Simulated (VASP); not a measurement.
# MgO (Pm) in VASP: single point with r2SCAN

Aim: the single point of MgO with r2SCAN.

Program: VASP 6.6.1. These are calculated values, not measurements. Logs are shortened: lines on timing, memory, paths and dates and some standing lists are left out, and cuts for length are marked.

## 1. The cell of the first run

It takes space group Pm (No. 6, monoclinic). The conventional cell has a = 3.484 Å, b = 4.186 Å, c = 3.484 Å, α = 90.00°, β = 120.00°, γ = 90.00°. Within 2.7 Å of Mg (site symmetry m) lie 5 O at 2.01 to 2.18 Å. Mg (site symmetry m) has 1 O at 1.44 Å within 1.9 Å. O (site symmetry m) has 1 Mg at 1.44 Å within 1.9 Å. O (site symmetry m) has 5 Mg at 2.01 to 2.09 Å and 2 O at 2.54 Å within 2.7 Å.

## 2. Single point, r2SCAN (atom 3 (O) moved -0.600 Å along Cartesian [1 -1 0])

The input, POSCAR:

```
MgO
1.0
    3.4841042127      0.0000000000      0.0000000000
   -1.7420521064      3.0173227576      0.0000000000
    0.0000000000      0.0000000000      4.1856875957
Mg O
2 2
Direct
    0.6666666667      0.3333333333      0.7500000000
    0.3333333333      0.6666666667      0.2500000000
    0.6152000390      0.4739427751      0.2500000000
    0.3333333333      0.6666666667      0.7500000000
```

The input, INCAR.step1:

```
PREC = Accurate
ENCUT = 920
ISMEAR = 0
SIGMA = 0.05
LREAL = F
LASPH = T
NELM = 120
NBANDS = 24
GGA = PE
ALGO = Normal
EDIFF = 1E-5
LWAVE = T
LCHARG = F
GGA_COMPAT = F
```

The input, INCAR.step2:

```
PREC = Accurate
ENCUT = 920
EDIFF = 1E-6
ISMEAR = 0
SIGMA = 0.05
LREAL = F
LASPH = T
NELM = 120
ALGO = Normal
ISIF = 2
LWAVE = F
LCHARG = F
METAGGA = R2SCAN
LMIXTAU = T
NBANDS = 24
ISTART = 1
GGA_COMPAT = F
```

The input, KPOINTS:

```
regular mesh
0
Gamma
  6 6 6
```

Potentials or basis: VASP PAW PBE potentials, release 64 (Mg_sv, O).

The run is started by

```sh
$ cat potpaw_PBE.64/Mg_sv/POTCAR potpaw_PBE.64/O/POTCAR > POTCAR
$ cp INCAR.step1 INCAR
$ mpirun -np 1 vasp_std > vasp.out
$ cp INCAR.step2 INCAR
$ mpirun -np 1 vasp_std > vasp.out
```

OUTCAR:

```text
PREC = Accurate
   ENCUT = 920
   EDIFF = 1E-6
   ISMEAR = 0
   LREAL = F
   LASPH = T
   NELM = 120
   ISIF = 2
   METAGGA = R2SCAN
   ISTART = 1

 ion  position               nearest neighbor table
   1  0.667  0.333  0.750-   4 2.01   4 2.01   4 2.01
   2  0.333  0.667  0.250-   3 1.44   4 2.09   4 2.09
   3  0.615  0.474  0.250-   2 1.44
   4  0.333  0.667  0.750-   1 2.01   1 2.01   1 2.01   2 2.09   2 2.09

  LATTYP: Found a hexagonal cell.
 ALAT       =     3.4841042127
 C/A-ratio  =     1.2013669340

  Lattice vectors:

 A1 = (   3.4841042127,   0.0000000000,   0.0000000000)
 A2 = (  -1.7420521064,   3.0173227576,   0.0000000000)
 A3 = (   0.0000000000,   0.0000000000,   4.1856875957)

Analysis of symmetry for initial positions (statically):
=====================================================================
 Subroutine PRICEL returns:
 Original cell was already a primitive cell.

 Routine SETGRP: Setting up the symmetry group for a
 hexagonal supercell.

 Subroutine GETGRP returns: Found  2 space group operations
 (whereof  1 operations were pure point group operations)
 out of a pool of 24 trial point group operations.

The static configuration has the point symmetry C_1 .
 The point group associated with its full space group is C_1h.

Analysis of symmetry for dynamics (positions and initial velocities):
=====================================================================
 Subroutine PRICEL returns:
 Original cell was already a primitive cell.

 Routine SETGRP: Setting up the symmetry group for a
 hexagonal supercell.

 Subroutine GETGRP returns: Found  2 space group operations
 (whereof  1 operations were pure point group operations)
 out of a pool of 24 trial point group operations.

The dynamic configuration has the point symmetry C_1 .
 The point group associated with its full space group is C_1h.

 Subroutine INISYM returns: Found  2 space group operations
 (whereof  1 operations are pure point group operations),
 and found     1 'primitive' translations

----------------------------------------------------------------------------------------

                                     Primitive cell

  volume of cell :      44.0027

  direct lattice vectors                    reciprocal lattice vectors
     3.484104213  0.000000000  0.000000000     0.287017821  0.165709816  0.000000000
    -1.742052106  3.017322758  0.000000000     0.000000000  0.331419633  0.000000000
     0.000000000  0.000000000  4.185687596     0.000000000  0.000000000  0.238909373

  length of vectors
     3.484104213  3.484104213  4.185687596     0.331419633  0.331419633  0.238909373

  position of ions in fractional coordinates (direct lattice)
     0.666666667  0.333333333  0.750000000
     0.333333333  0.666666667  0.250000000
     0.615200039  0.473942775  0.250000000
     0.333333333  0.666666667  0.750000000

  ion indices of the primitive-cell ions
   primitive index   ion index
                 1           1
                 2           2
                 3           3
                 4           4

----------------------------------------------------------------------------------------

 KPOINTS: regular mesh

Automatic generation of k-mesh.
 Grid dimensions read from file:
 generate k-points for:    6    6    6

 Generating k-lattice:

  Cartesian coordinates                     Fractional coordinates (reciprocal lattice)
     0.047836304  0.027618303  0.000000000     0.166666667  0.000000000  0.000000000
     0.000000000  0.055236605  0.000000000     0.000000000  0.166666667  0.000000000
     0.000000000  0.000000000  0.039818229     0.000000000  0.000000000  0.166666667

  Length of vectors
     0.055236605  0.055236605  0.039818229

  Shift w.r.t. Gamma in fractional coordinates (k-lattice)
     0.000000000  0.000000000  0.000000000

 Subroutine IBZKPT returns following result:
 ===========================================

 Found     80 irreducible k-points:

 Following reciprocal coordinates:
            Coordinates               Weight
  0.000000  0.000000  0.000000      1.000000
  0.166667  0.000000  0.000000      2.000000
  0.000000  0.166667  0.000000      2.000000
 -0.166667  0.166667  0.000000      2.000000
  0.333333  0.000000  0.000000      2.000000
  0.000000  0.333333  0.000000      2.000000
[... 16 lines left out ...]
  0.000000  0.166667  0.166667      4.000000
 -0.166667  0.166667  0.166667      4.000000
 [... further k-points ...]
   k-points           NKPTS =     80   k-points in BZ     NKDIM =     80   number of bands    NBANDS=     24
   number of dos      NEDOS =    301   number of ions     NIONS =      4
   total plane-waves  NPLWV =  54432
   dimension x,y,z NGX =    36 NGY =   36 NGZ =   42
   dimension x,y,z NGXF=    72 NGYF=   72 NGZF=   84
   ions per type =               2   2
   NGX,Y,Z   is equivalent  to a cutoff of  17.18, 17.18, 16.68 a.u.
   NGXF,Y,Z  is equivalent  to a cutoff of  34.36, 34.36, 33.36 a.u.
 SYSTEM =  unknown system
   PREC   = accura    normal or accurate (medium, high low for compatibility)
   ISTART =      1    job   : 0-new  1-cont  2-samecut
   ICHARG =      0    charge: 1-file 2-atom 10-const
   ISPIN  =      1    spin polarized calculation?
   LNONCOLLINEAR =      F non collinear calculations
   LSORBIT =      F    spin-orbit coupling
   LASPH  =      T    aspherical Exc in radial PAW
   ENCUT  =  920.0 eV  67.62 Ry    8.22 a.u.   8.62  8.62 10.35*2*pi/ulx,y,z
   NELM   =    120;   NELMIN=  2; NELMDL=  0     # of ELM steps
   EDIFF  = 0.1E-05   stopping-criterion for ELM
   LREAL  =      F    real-space projection
   EDIFFG = 0.1E-04   stopping-criterion for IOM
   NSW    =      0    number of steps for IOM
   IBRION =     -1    ionic relax: 0-MD 1-quasi-New 2-CG
   NFREE  =      0    steps in history (QN), initial steepest desc. (CG)
   ISIF   =      2    stress and relaxation
   ISYM   =      2    0-nonsym 1-usesym 2-fastsym
   POTIM  = 0.5000    time-step for ionic-motion
   TEBEG  =    0.0;   TEEND  =   0.0 temperature during run
   PSTRESS=    0.0 pullay stress
   NELECT =      32.0000    total number of electrons
   NUPDOWN=      -1.0000    fix difference up-down
   EMIN   =  10.00;   EMAX   =-10.00  energy-range for DOS
   EFERMI =   0.00;   METHOD = LEGACY
   ISMEAR =     0;   SIGMA  =   0.05  broadening in eV -4-tet -1-fermi 0-gaus
   EFERMI_NEDOS =   21; number of points for ismear=-14 and -15
   IALGO  =     38    algorithm
   IMIX   =      4    mixing-type and parameters
     AMIX     =   0.40;   BMIX     =  1.00
     AMIX_MAG =   1.60;   BMIX_MAG =  1.00
  volume/ion in A,a.u.               =      11.00        74.24
  Fermi-wavevector in a.u.,A,eV,Ry     =   1.472194  2.782042 29.488640  2.167354
  Thomas-Fermi vector in A             =   2.587238
   LORBIT       =      0    0 simple, 1 ext, 2 COOP (PROOUT), +10 PAW based schemes
   METAGGA = R2SCAN    functional components
   LHFCALC =     F    Hartree Fock is set to
   AEXX    =    0.0000 exact exchange contribution
   IVDW    =     0    specifies the selected vdW correction
   LEPSILON=     F    determine dielectric tensor
   LRPA    =     F    only Hartree local field effects (RPA)
 non-spin polarized calculation
 Gauss-broadening in eV      SIGMA  =   0.05
  energy-cutoff  :      920.00
  volume of cell :       44.00
 maximum number of plane-waves:      2811
 NGX is ok and might be reduce to    36
   NGX = 17   NGY = 17   NGZ = 21

 number of electron      31.9999996 magnetization

 Free energy of the ion-electron system (eV)
  ---------------------------------------------------
  ext. energy  EPLUGINS =         0.00000000
  ---------------------------------------------------
  free energy    TOTEN  =       -27.76559581 eV

  energy without entropy =      -27.76559581  energy(sigma->0) =      -27.76559581

 E-fermi :   2.0216     XC(G=0): -10.8774

 val. band max:        1.6273301640   @ k =   0.0000   0.0000   0.0000
 cond. band min:       5.1382476072   @ k =   0.0000   0.0000   0.0000
 fundamental gap:      3.5109174431
 Fermi energy:         2.0216429067

 k-point     1 :       0.0000    0.0000    0.0000
  band No.  band energies     occupation
      1     -73.8148      2.00000
      2     -73.1539      2.00000
      3     -38.9558      2.00000
      4     -38.9288      2.00000
      5     -38.9198      2.00000
      6     -38.5610      2.00000
[... 16 lines left out ...]
     23      18.4050      0.00000
     24      18.4457      0.00000

 k-point     2 :       0.1667    0.0000    0.0000
  band No.  band energies     occupation
      1     -73.8147      2.00000
      2     -73.1538      2.00000
      3     -38.9551      2.00000
      4     -38.9322      2.00000
      5     -38.9218      2.00000
      6     -38.5649      2.00000
[... 16 lines left out ...]
     23      16.8883      0.00000
     24      19.6593      0.00000

 k-point     3 :       0.0000    0.1667    0.0000
  band No.  band energies     occupation
      1     -73.8147      2.00000
      2     -73.1539      2.00000
      3     -38.9551      2.00000
      4     -38.9299      2.00000
      5     -38.9240      2.00000
      6     -38.5634      2.00000
[... 16 lines left out ...]
     23      16.8979      0.00000
     24      19.9358      0.00000

 k-point     4 :      -0.1667    0.1667    0.0000
  band No.  band energies     occupation
      1     -73.8147      2.00000
      2     -73.1538      2.00000
      3     -38.9550      2.00000
      4     -38.9326      2.00000
      5     -38.9212      2.00000
      6     -38.5679      2.00000
[... 16 lines left out ...]
     23      17.4260      0.00000
     24      17.7297      0.00000

 k-point     5 :       0.3333    0.0000    0.0000
  band No.  band energies     occupation
      1     -73.8143      2.00000
      2     -73.1534      2.00000
      3     -38.9536      2.00000
      4     -38.9398      2.00000
      5     -38.9249      2.00000
      6     -38.5728      2.00000
[... 451 lines left out ...]
 k-point    22 :       0.1667    0.0000    0.1667
  band No.  band energies     occupation
      1     -73.8147      2.00000
      2     -73.1538      2.00000
      3     -38.9555      2.00000
      4     -38.9321      2.00000
      5     -38.9216      2.00000
      6     -38.5648      2.00000
[... 16 lines left out ...]
     23      17.6144      0.00000
     24      19.0586      0.00000

 k-point    23 :       0.0000    0.1667    0.1667
  band No.  band energies     occupation
      1     -73.8147      2.00000
      2     -73.1538      2.00000
      3     -38.9555      2.00000
      4     -38.9297      2.00000
      5     -38.9241      2.00000
      6     -38.5634      2.00000
[... 16 lines left out ...]
     23      17.2745      0.00000
     24      19.2303      0.00000

 k-point    24 :      -0.1667    0.1667    0.1667
  band No.  band energies     occupation
      1     -73.8147      2.00000
      2     -73.1538      2.00000
      3     -38.9556      2.00000
      4     -38.9325      2.00000
      5     -38.9212      2.00000
      6     -38.5677      2.00000
[... 16 lines left out ...]
     23      16.6277      0.00000
     24      18.8413      0.00000

 [... further k-points ...]
[... 5 lines left out ...]
  --------------------------------------------------------------------------------------
  -------------------------------------------------------------------------------------
  Total       23.5763082      2.5273634      1.0299435    -10.9375085      0.0000000      0.0000000
  in kB      858.4335185     92.0234615     37.5011234   -398.2440243      0.0000000      0.0000000
  external PRESSURE =     329.3193678 kB  Pullay stress =       0.0000000 kB

 VOLUME and BASIS-vectors are now :
 -----------------------------------------------------------------------------
  energy-cutoff  :      920.00
  volume of cell :       44.00
      direct lattice vectors                 reciprocal lattice vectors
     3.484104213  0.000000000  0.000000000     0.287017821  0.165709816  0.000000000
    -1.742052106  3.017322758  0.000000000     0.000000000  0.331419633  0.000000000
     0.000000000  0.000000000  4.185687596     0.000000000  0.000000000  0.238909373

 POSITION                                       TOTAL-FORCE (eV/Angst)
 -----------------------------------------------------------------------------------
      1.74205      1.00577      3.13927        -0.694788      0.759106      0.000000
     -0.00000      2.01155      1.04642       -18.944725      8.367425      0.000000
      1.31779      1.43004      1.04642        20.944604     -9.881160      0.000000
     -0.00000      2.01155      3.13927        -1.305091      0.754629      0.000000
 -----------------------------------------------------------------------------------
    total drift:                               -0.025457     -0.013030     -0.000000

  FREE ENERGIE OF THE ION-ELECTRON SYSTEM (eV)
  ---------------------------------------------------
  free  energy   TOTEN  =       -27.7655958117 eV

  energy  without entropy=      -27.7655958117  energy(sigma->0) =      -27.76559581
```

Wall time 5.6 min (1 thread of Intel Xeon Platinum 8488C (Sapphire Rapids), shared host); peak memory 0.34 GiB.

What came out:

| Property | Result |
| --- | --- |
| Free energy | -27.7656 eV |
| Pressure | 32.9 GPa |
| Largest force | 23.158 eV/Å |
| Band gap on the k mesh | 3.51 eV |

Forces on the atoms (eV/Å):
```
Mg   -0.695   0.759   0.000
Mg  -18.945   8.367   0.000
O    20.945  -9.881   0.000
O    -1.305   0.755   0.000
```

Caveat: the cell differs from its parent crystal (atom 3 (O) moved -0.600 Å along Cartesian [1 -1 0]); atoms lie so close that the PAW spheres overlap strongly, which falsifies energies and pressures; the stress differs along the axes, from 4 to 86 GPa; the PAW data sets were made with another functional, which shifts forces and pressure a little.
